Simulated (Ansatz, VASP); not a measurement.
# AlCu: VASP beside Ansatz

```
Al Cu
1.0
     2.90663    0.00000    0.00000
     0.00000    2.90663    0.00000
     0.00000    0.00000    2.90663
Al Cu
1 1
Direct
  0.98704 0.00000 0.00000
  0.50550 0.50000 0.50000
```

Change from the starting cell: mode 4 frozen in at -0.038 Å, equal normal strain along x, y and z -0.0167.

Alike in both runs: task single point; functional PBEsol; k mesh 16 × 16 × 16; occupations gaussian, width 0.15 eV; no spin polarisation.

|  | VASP | Ansatz |
| --- | --- | --- |
| version | VASP 6.6.1 | Ansatz 0.2.0 |
| potentials or method | VASP PAW PBE potentials, release 64 (Al, Cu), cutoff 520 eV | scalar-relativistic, plane waves, PAW |
| valence electrons in the cell | 14 | 22 |

|  | VASP | Ansatz | Ansatz less VASP |
| --- | --- | --- | --- |
| gap on the k mesh at the Fermi level (eV) | none | none | - |
| pressure (GPa) | 8.1 | 7.5 | -0.58 |
| traceless stress, the component that is largest in VASP (GPa) | -0.11 | -0.11 | +0.002 |
| rms of the force components (eV/Å) | 0.172 | 0.171 | -0.0010 |

VASP's potentials were made for PBE, not for PBEsol, and Ansatz warns of the same on its side. Atom by atom the forces differ by 0.001 eV/Å (rms over components). A gap of «none» marks a metal or a gap that the smearing closes. The functional is the same, so the differences come from potentials, cutoffs and numerics. VASP's potentials hold 14 valence electrons a cell and Ansatz's 22, so a difference there can come from the potentials and not from the codes.
